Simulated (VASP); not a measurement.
Wanted: the native input for a VASP 6.6.1 run.

```yaml
Task: single point
Functional: PBE
Potentials_or_basis: VASP PAW PBE potentials, release 64 (Si, O)
Cutoff: 520 eV
k_mesh: 1 × 1 × 1
Occupations: fermi-dirac, width 0.1172 eV
Spin: no spin polarisation
Dipole_correction: no
Further_INCAR_settings: LREAL = Auto; ALGO = Normal; EDIFF = 1e-07; NBANDS = 63; ISYM = 0
```

The structure of SiO2 lies in POSCAR:

```
SiO2
1.0
    6.3454790000     -0.1693150000      0.1582820000
   -0.1693150000      6.4741830000     -0.2622240000
    0.1582820000     -0.2622240000      6.3280080000
Si O
6 12
Direct
    0.4004925187      0.5675667752      1.0300078434
    0.1051729406      0.2072721624      0.9031955636
    0.1974368608      0.9038943998      0.3028545640
    0.7132952757      0.3460712097      0.1952329033
    0.8315235525      0.1241962148      0.5564311893
    0.4033540135      0.8930330107      0.7360815612
    0.1744296931      0.6708997514      0.1630598343
    0.7008101104      0.2898796576      0.4244016091
    0.3249442418      0.7967467836      0.5160303691
    0.3189457612      0.1117053547      0.2209775101
    0.8975594610      0.2438458992      1.0536514398
    0.3031990964      0.3711580802      0.8932293697
    0.9528067543      0.9299758935      0.4333380805
    0.6169591138      0.0673844342      0.7174542594
    0.6282564360      0.5511787930      0.1314224986
    0.1837221273      0.9695693178      0.8602350754
    0.4848918082      0.7163829295      0.8699383996
   -0.0142789741      0.2822720235      0.6983852744
```

These files were run (other wordings do the same):

INCAR

```
SYSTEM = SiO2
ALGO = Normal ; EDIFF = 1E-7
ENCUT = 520 ; GGA = PE
ISIF = 2 ; ISMEAR = -1
ISYM = 0 ; LASPH = .True.
LCHARG = .False. ; LREAL = Auto
LWAVE = .False. ; NBANDS = 63
NELM = 80 ; PREC = Accurate
SIGMA = 0.1172
```

KPOINTS

```
k-points
0
Gamma
  1 1 1
  0 0 0
```

Potentials or basis: VASP PAW PBE potentials, release 64 (Si, O).

Launch:

```bash
$ cat potpaw_PBE.64/Si/POTCAR potpaw_PBE.64/O/POTCAR > POTCAR
$ mpirun -np 1 vasp_gam > vasp.out
```

It gave:

The pressure is 2.8 GPa, the largest force is 4.942 eV/Å and the band gap on the k mesh is 2.59 eV.

Caveat: the k points lie up to 1.00 Å⁻¹ apart.

Run time: 17 s on 1 thread of Intel(R) Xeon(R) 6975P-C (Granite Rapids), on a shared host, peak memory 0.28 GiB.
